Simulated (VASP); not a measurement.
Runs of VASP 6.6.1 on BN. The structure is that of space group Pmmm (No. 47), or close to it. The cells are those of the table. 

| task | cell | k mesh | cutoff (eV) | gap on the mesh (eV) | pressure (GPa) | relaxed volume (Å³/atom) | largest force (eV/Å) |
| --- | --- | --- | --- | --- | --- | --- | --- |
| single point | a = 2.453, b = 2.568, c = 6.007 Å, 6 atoms | 16 × 14 × 6 | 520 | none | 0.1 | - | - |
| relaxation of cell and atoms | relaxed from a = 2.449, b = 2.571, c = 6.003 Å, 6 atoms | 16 × 14 × 6 | 600 | none | 0.0 | 6.30 | 0.01 |
| single point | a = 2.174, b = 2.454, c = 5.669 Å, 6 atoms | 8 × 8 × 4 | 520 | none | (a) | - | 2.90 |
| relaxation of cell and atoms | relaxed from a = 2.174, b = 2.454, c = 5.669 Å, 6 atoms | 8 × 8 × 4 | 600 | none | 0.1 | 6.30 | 0.02 |
| single point | a = 2.449, b = 2.571, c = 6.003 Å, 6 atoms | 8 × 8 × 4 | 520 | none | 0.2 | - | 0.01 |

Alike in all rows: level PBE; potentials or basis VASP PAW PBE potentials, release 64 (B, N); no spin polarisation; smearing gaussian 0.1 eV.

Problem. Estimate the missing entries.

Solution. (a) 119.2.

Caveats: some runs use coarse meshes; forces of over 1 eV/Å act on the atoms, so gaps and moduli don't describe the material at rest (some runs); the volume moved by over 15 % at a fixed basis, so the end points are rough (some runs).

A gap of «none» marks levels without a gap at the run's occupations.
